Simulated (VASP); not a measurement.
**Li: relaxation of cell and atoms with PBE+D3(BJ)**

The system is Li.

```
Li
1.0
     4.17697    0.00000    0.00000
     0.00000   -4.17697    0.00000
     0.00000    0.00000   -4.17697
Li
4
Direct
  0.01662 0.42815 0.50494
  0.52561 0.02106 0.52006
  0.47138 0.54039 0.94171
  0.98639 0.01040 0.03329
```

This cell differs from its parent crystal: all atoms moved at random, sigma 0.25 Å a component.

```json
{
  "Program": "VASP 6.6.1",
  "Task": "relaxation of cell and atoms",
  "Functional": "PBE",
  "Dispersion": "D3(BJ)",
  "Potentials or basis": "VASP PAW PBE potentials, release 64 (Li_sv)",
  "Cutoff": "600 eV",
  "k mesh": "8 × 8 × 8",
  "Occupations": "gaussian, width 0.15 eV",
  "Spin": "no spin polarisation",
  "Dipole correction": "no",
  "Further INCAR settings": "ALGO = Normal; EDIFF = 1e-06; IBRION = 2; EDIFFG = -0.01; NSW = 100; ISIF = 3"
}
```

- Relaxed volume: 18.08 Å³/atom
- Relaxed cell: a = 4.221 Å, b = 4.088 Å, c = 4.191 Å, α = 89.98°, β = 89.90°, γ = 89.99°
- Space group after relaxing (to 0.05 Å): I4/mmm (No. 139)
- Energy gained by relaxing: 59.3 meV/atom
- Ionic steps: 13
- Pressure after relaxing: 0.0 GPa
- Largest force after relaxing: 0.004 eV/Å
- Band gap on the k mesh: zero (band 6 reaches 2.40 eV, above the bottom of band 7 at 0.34 eV)
- Dispersion energy per atom: -0.190 eV

Forces in eV/Å, atoms in the order of the input:
```
Li  -0.002  0.003  0.002
Li   0.001 -0.002 -0.001
Li   0.001  0.001  0.000
Li   0.000 -0.002 -0.001
```

Stress tensor (GPa, compression positive):
```
 0.02  0.00  0.03
 0.00 -0.06 -0.01
 0.03 -0.01  0.04
```

Step by step:
```tsv
step	energy change (eV)	largest force (eV/Å)	pressure (GPa)	volume (Å³)
1	0.0000	0.6505	0.24	72.88
2	-0.0484	0.5628	0.09	73.17
3	-0.1466	0.3534	-0.26	74.02
4	-0.1523	0.3195	-0.50	75.62
5	-0.1788	0.2728	-0.46	74.90
6	-0.2025	0.2026	-0.26	73.75
7	-0.2276	0.1073	0.27	71.12
8	-0.2277	0.1109	0.32	70.92
9	-0.2351	0.0553	0.10	71.86
10	-0.2363	0.0274	-0.02	72.40
11	-0.2368	0.0183	0.00	72.34
12	-0.2370	0.0121	0.01	72.26
13	-0.2372	0.0042	0.00	72.31
```

Final structure:
```
Li
1.0
     4.22095    0.00022   -0.00384
     0.00107   -4.08792   -0.00105
     0.00370   -0.00048   -4.19077
Li
4
Cartesian
  0.0032 -2.0452 -2.0970
  2.1130 -4.0875 -2.0975
  2.1145 -2.0444 -4.1931
  4.2255 -4.0877 -4.1955
```

Levels at points of the mesh, in eV from the Fermi level:
| k point | band 2 | band 3 | band 4 | band 5 | band 6 | band 7 | band 8 | band 9 | band 10 |
| --- | --- | --- | --- | --- | --- | --- | --- | --- | --- |
| (0.00, 0.00, 0.00) | -46.30 | -46.30 | -46.30 | -3.70 | 1.44 | 1.54 | 1.89 | 4.96 | 5.06 |
| (0.50, 0.00, 0.00) | -46.32 | -46.30 | -46.30 | -2.18 | -2.18 | 3.60 | 3.60 | 3.96 | 3.96 |
| (0.00, 0.50, 0.00) | -46.32 | -46.30 | -46.30 | -2.07 | -2.07 | 3.64 | 3.65 | 3.74 | 3.75 |
| (0.00, 0.00, 0.50) | -46.32 | -46.30 | -46.30 | -2.15 | -2.15 | 3.54 | 3.54 | 3.99 | 3.99 |
| (0.50, 0.50, 0.00) | -46.31 | -46.31 | -46.31 | -0.55 | -0.55 | -0.55 | -0.55 | 5.80 | 5.80 |
| (0.00, 0.50, 0.50) | -46.31 | -46.31 | -46.31 | -0.54 | -0.53 | -0.53 | -0.53 | 5.73 | 5.74 |
| (0.50, 0.00, 0.50) | -46.31 | -46.31 | -46.31 | -0.63 | -0.63 | -0.62 | -0.62 | 6.04 | 6.05 |
| (0.50, 0.50, 0.50) | -46.31 | -46.31 | -46.31 | -0.07 | -0.07 | -0.06 | -0.06 | 3.31 | 3.33 |

It took 10 min on 1 thread of Intel(R) Xeon(R) Platinum 8488C (Sapphire Rapids), with other jobs on the host, peak memory 0.33 GiB.

Caveat: the cell differs from its parent crystal (all atoms moved at random, sigma 0.25 Å a component); the cutoff is under 1.25 times the usual one of these potentials, so pressure, stress and relaxed cells hold a basis-set (Pulay) error; pairwise dispersion overbinds metals, which lowers pressure and volume.
